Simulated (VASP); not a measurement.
A run of VASP 6.6.1:

Contents of INCAR:

```
SYSTEM = Cs
  PREC = Accurate
  ENCUT = 500
  EDIFF = 1E-7
  ISMEAR = -1
  SIGMA = 0.05
  LREAL = .FALSE.
  LASPH = .TRUE.
  NELM = 120
  ALGO = Normal
  ISIF = 3
  LWAVE = .FALSE.
  LCHARG = .FALSE.
  GGA = CA
  IBRION = 2
  NSW = 60
  EDIFFG = -0.005
  PSTRESS = 50.0
  GGA_COMPAT = .FALSE.
  NELMIN = 4
```

Contents of KPOINTS:

```
Automatic mesh
0
G
  13 13 13
  0 0 0
```

Contents of POSCAR:

```
Cs
1.0
   -2.1460481942      2.1460481942      2.1460481942
    2.1460481942     -2.1460481942      2.1460481942
    2.1460481942      2.1460481942     -2.1460481942
Cs
1
Direct
    0.0000000000      0.0000000000      0.0000000000
```

Potentials or basis: VASP PAW LDA potentials, release 64 (Cs_sv).

Launch:

```bash
$ cat potpaw_LDA.64/Cs_sv/POTCAR > POTCAR
$ mpirun -np 1 vasp_std > vasp.out
```

Hardware: 1 thread of Intel Xeon 8259CL, with other jobs on the host.

How long does it take, and how much memory?

Run time: 91 s on 1 thread of Intel Xeon 8259CL, on a shared host, peak memory 0.16 GiB. Counts: scf iterations 23, k points 84, ion steps 3.
